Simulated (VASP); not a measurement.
AlIr:

```xyz
2
Lattice="2.9900 0.0000 0.0000 0.0000 2.9900 0.0000 0.0000 0.0000 2.9900" Properties=species:S:1:pos:R:3 pbc="T T T"
Al    0.0000    0.0000    0.0000
Ir    1.4950    1.4950    1.4950
```

```yaml
Program: VASP 6.6.1
Task: relaxation of cell and atoms
Functional: LDA
Potentials_or_basis: VASP PAW LDA potentials, release 64 (Al, Ir)
Cutoff: 600 eV
k_mesh: 14 × 14 × 14
Occupations: fermi-dirac, width 0.1 eV
Spin: no spin polarisation
```

At the start: pressure -3.9 GPa; volume 13.37 Å³/atom.

How do energy, volume and symmetry change on relaxing?

Over 3 steps the energy falls by 2.5 meV/atom and the volume is 13.16 Å³/atom (-1.5 %); space group Pm-3m (No. 221, to 0.05 Å).

Step by step:
```tsv
step	energy change (eV)	largest force (eV/Å)	pressure (GPa)	volume (Å³)
1	0.0000	0.0000	-3.87	26.73
2	0.0168	0.0000	8.79	25.50
3	-0.0051	0.0000	-0.05	26.32
```

Final structure:
```cif
data_structure
_symmetry_space_group_name_H-M 'P 1'
_symmetry_Int_Tables_number 1
_cell_length_a 2.9747
_cell_length_b 2.9747
_cell_length_c 2.9747
_cell_angle_alpha 90.000
_cell_angle_beta 90.000
_cell_angle_gamma 90.000
_cell_volume 26.32
loop_
_atom_site_label
_atom_site_type_symbol
_atom_site_fract_x
_atom_site_fract_y
_atom_site_fract_z
_atom_site_occupancy
Al1 Al 0.00000 0.00000 0.00000 1
Ir1 Ir 0.50000 0.50000 0.50000 1
```
